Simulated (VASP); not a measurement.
Au, 1 atom in the cell. The structure is cubic, space group Pm-3m (No. 221). The conventional cell has a = 2.702 Å, b = 2.702 Å, c = 2.702 Å, α = 90.00°, β = 90.00°, γ = 90.00°. Au (site symmetry m-3m) has 6 Au at 2.70 Å within 3.6 Å. 

| Item | Value |
| --- | --- |
| Program | VASP 6.6.1 |
| Task | single point |
| Functional | revPBE |
| Dispersion | D3(BJ) |
| Potentials or basis | VASP PAW PBE potentials, release 64 (Au) |
| Cutoff | 520 eV |
| k mesh | 10 × 10 × 10 |
| Occupations | fermi-dirac, width 0.05 eV |
| Spin | no spin polarisation |
| Dipole correction | no |
| Further INCAR settings | ALGO = Normal; EDIFF = 1e-06; NBANDS = 12 |

Potentials or basis: VASP PAW PBE potentials, release 64 (Au).

Launch:

```bash
$ cat potpaw_PBE.64/Au/POTCAR > POTCAR
$ mpirun -np 1 vasp_std > vasp.out
```

Hardware: 1 thread of Intel Xeon 6975P-C, with other jobs on the host.

Q: How long does it take, and how much memory?

A: Run time: 6.9 s on 1 thread of Intel Xeon 6975P-C, with other jobs on the host, peak memory 0.14 GiB. Counts: scf iterations 11, k points 56.
